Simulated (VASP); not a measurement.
## CuO: single point with PBE

CuO:

```
CELL_PARAMETERS angstrom
-2.34185 1.71130 0.00000
0.85003 0.00000 -5.05787
-2.34185 -5.13390 0.00000
ATOMIC_POSITIONS crystal
Cu 0.24800 0.00060 0.24330
Cu 0.74800 0.00060 0.74330
Cu 0.99800 0.50060 0.49330
Cu 0.49800 0.50060 0.99330
O 0.70720 0.75060 0.28410
O 0.20720 0.75060 0.78410
O 0.78880 0.25060 0.20250
O 0.30482 0.24579 0.75612
```

- Program: VASP 6.6.1
- Task: single point
- Functional: PBE
- Potentials or basis: VASP PAW PBE potentials, release 64 (Cu_sv_GW, O)
- Cutoff: 820 eV
- k mesh: 3 × 2 × 2
- Occupations: fermi-dirac, width 0.05 eV
- Spin: no spin polarisation

The pressure is 8.0 GPa, the largest force is 2.640 eV/Å and the band gap on the k mesh is zero (bands 50 and 51 overlap by 0.47 eV).

Forces in eV/Å, atoms in the order of the input:
```
Cu  -0.035  0.093 -0.033
Cu  -0.106 -0.553  0.314
Cu  -0.360 -0.214  0.389
Cu  -1.129 -1.339 -1.580
O    0.115  0.362 -0.316
O    0.104  0.633  0.199
O   -0.323 -0.776  0.164
O    1.734  1.795  0.864
```

Stress tensor (GPa, compression positive):
```
6.75 1.39 2.42
1.39 9.35 2.40
2.42 2.40 7.89
```

Levels at points of the mesh, in eV from the Fermi level:
| k point | band 47 | band 48 | band 49 | band 50 | band 51 | band 52 | band 53 | band 54 |
| --- | --- | --- | --- | --- | --- | --- | --- | --- |
| (0.00, 0.00, 0.00) | -1.50 | -1.42 | 0.09 | 0.19 | 0.34 | 0.96 | 1.71 | 4.47 |
| (0.00, 0.50, 0.00) | -1.52 | -1.41 | -0.12 | 0.21 | 0.30 | 0.78 | 3.66 | 3.78 |
| (0.00, 0.00, 0.50) | -1.61 | -1.52 | -0.14 | 0.04 | 0.51 | 0.75 | 3.31 | 3.79 |
| (0.00, 0.50, 0.50) | -1.53 | -1.37 | -0.92 | -0.80 | 0.42 | 0.61 | 4.42 | 4.69 |

Run time: 2.4 min on 1 thread of AMD EPYC 9R14 (Zen 4), with other jobs on the host, peak memory 0.25 GiB.

Caveat: the k points lie up to 0.75 Å⁻¹ apart; semilocal functionals underestimate gaps, and a narrow one can read as zero; semilocal functionals often make such compounds metallic where correlation or magnetic order opens a gap, which also shifts bond lengths; forces of over 1 eV/Å act on the atoms, so gaps and moduli don't describe the material at rest. With open d or f shells a metallic result of PBE can be an artefact of self-interaction; +U or a hybrid may open a gap.
